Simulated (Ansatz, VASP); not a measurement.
**Al2BN3 in VASP and in Ansatz**

```
Al B N
1.0
     3.32599    0.00000    0.00000
     0.00000    3.32599    0.00000
     0.00000    0.00000    6.18601
Al B N
2 1 3
Cartesian
  1.6630 1.6630 1.2345
  1.6630 1.6630 4.9515
  0.0000 0.0000 0.0000
  1.6630 1.6630 3.0930
  1.6630 0.0000 3.0930
  0.0000 1.6630 3.0930
```

Alike in both runs: functional PBE; k mesh 6 × 6 × 4; occupations gaussian, width 0.1 eV; no spin polarisation.

Ansatz relaxed the structure, and its values are those at the end. VASP's run is a single point on that final structure, the one shown.

|  | VASP | Ansatz |
| --- | --- | --- |
| version | VASP 6.6.1 | Ansatz 0.2.0 |
| potentials or method | VASP PAW PBE potentials, release 64 (Al, B, N), cutoff 520 eV | scalar-relativistic, plane waves, PAW |
| valence electrons in the cell | 24 | 24 |

Ansatz gave:

| Quantity | Value |
| --- | --- |
| gap on the k mesh at the Fermi level (eV) | none |
| pressure (GPa) | -0.2 |
| rms of the force components (eV/Å) | 0.008 |

Question: Which values does VASP return?

Answer: gap on the k mesh at the Fermi level (eV): none; pressure (GPa): -0.3; rms of the force components (eV/Å): 0.009.

A gap of «none» marks a metal or a gap that the smearing closes.
